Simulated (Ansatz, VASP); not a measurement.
**Two plane-wave programs on HfC2**

```
CELL_PARAMETERS angstrom
3.48536 0.00000 0.00000
-1.74268 3.01841 0.00000
0.00000 0.00000 5.61178
ATOMIC_POSITIONS crystal
Hf 0.00000 0.00000 0.50000
C 0.00000 0.00000 0.88780
C 0.00000 0.00000 0.11220
```

Alike in both runs: functional PBE; k mesh 18 × 18 × 8; occupations gaussian, width 0.1 eV; no spin polarisation.

Ansatz relaxed the structure, and its values are those at the end. VASP's run is a single point on that final structure, the one shown.

|  | VASP | Ansatz |
| --- | --- | --- |
| version | VASP 6.6.1 | Ansatz 0.2.0 |
| potentials or method | VASP PAW PBE potentials, release 64 (Hf_pv, C), cutoff 520 eV | scalar-relativistic, plane waves, PAW |
| valence electrons in the cell | 18 | 34 |

VASP gave:

* gap on the k mesh at the Fermi level (eV): none
* pressure (GPa): -0.1
* rms of the force components (eV/Å): 0.065

Question: What did Ansatz give for the same quantities?

Answer: gap on the k mesh at the Fermi level (eV): none; pressure (GPa): 0.0; rms of the force components (eV/Å): 0.001.

A gap of «none» marks a metal or a gap that the smearing closes. VASP's potentials hold 18 valence electrons a cell and Ansatz's 34, so a difference there can come from the potentials and not from the codes.

Neither program's run includes spin-orbit coupling.
